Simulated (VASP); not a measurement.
Set up this calculation in VASP 6.6.1, as the native input.

| Quantity | Value |
| --- | --- |
| Task | relaxation of cell and atoms |
| Functional | PBE |
| Potentials or basis | VASP PAW PBE potentials, release 64 (S) |
| Cutoff | 600 eV |
| k mesh | 6 × 6 × 6 |
| Occupations | fermi-dirac, width 0.02 eV |
| Spin | no spin polarisation |
| Target pressure | 40 GPa |
| Dipole correction | no |
| Further INCAR settings | ALGO = Normal; EDIFF = 1e-07; IBRION = 2; EDIFFG = -0.01; NSW = 80; ISIF = 3 |

The structure of S lies in POSCAR:

```
S
1.0
    0.0000000000      2.8900000000      2.8900000000
    2.8900000000      0.0000000000      2.8900000000
    2.8900000000      2.8900000000      0.0000000000
S
2
Direct
    0.0000000000      0.0000000000      0.0000000000
    0.2500000000      0.2500000000      0.2500000000
```

This isn't the form of S at room conditions, which is orthorhombic, of S8 rings.

These files were run (other wordings do the same):

INCAR

```
PREC = Accurate
ENCUT = 600
EDIFF = 1E-7
ISMEAR = -1
SIGMA = 0.02
LREAL = False
LASPH = True
NELM = 100
ALGO = Normal
ISIF = 3
LWAVE = False
LCHARG = False
GGA = PE
IBRION = 2
NSW = 80
EDIFFG = -0.01
PSTRESS = 400.0
```

KPOINTS

```
regular mesh
0
Gamma
  6 6 6
```

Potentials or basis: VASP PAW PBE potentials, release 64 (S).

The run is started by

```bash
$ cat potpaw_PBE.64/S/POTCAR > POTCAR
$ mpirun -np 1 vasp_std > vasp.out
```

It gave:

* Relaxed volume: 15.55 Å³/atom
* Relaxed cell: a = 3.530 Å, b = 3.530 Å, c = 3.530 Å, α = 60.00°, β = 60.00°, γ = 60.00°
* Space group after relaxing (to 0.1 Å): Fd-3m (No. 227)
* Energy change on relaxing (the run minimises the enthalpy): +769.3 meV/atom
* Ionic steps: 7
* Pressure after relaxing: 40.0 GPa
* Band gap on the k mesh: zero (bands 6 and 7 overlap by 3.10 eV)

Caveat: the cell is relaxed towards a set pressure, so the run minimises the enthalpy, not the energy; the volume moved by over 15 % at a fixed basis, so the end points are rough.

Wall time 56 s on 1 thread of Intel(R) Xeon(R) Platinum 8559C (Emerald Rapids), with other jobs on the host, peak memory 0.2 GiB.
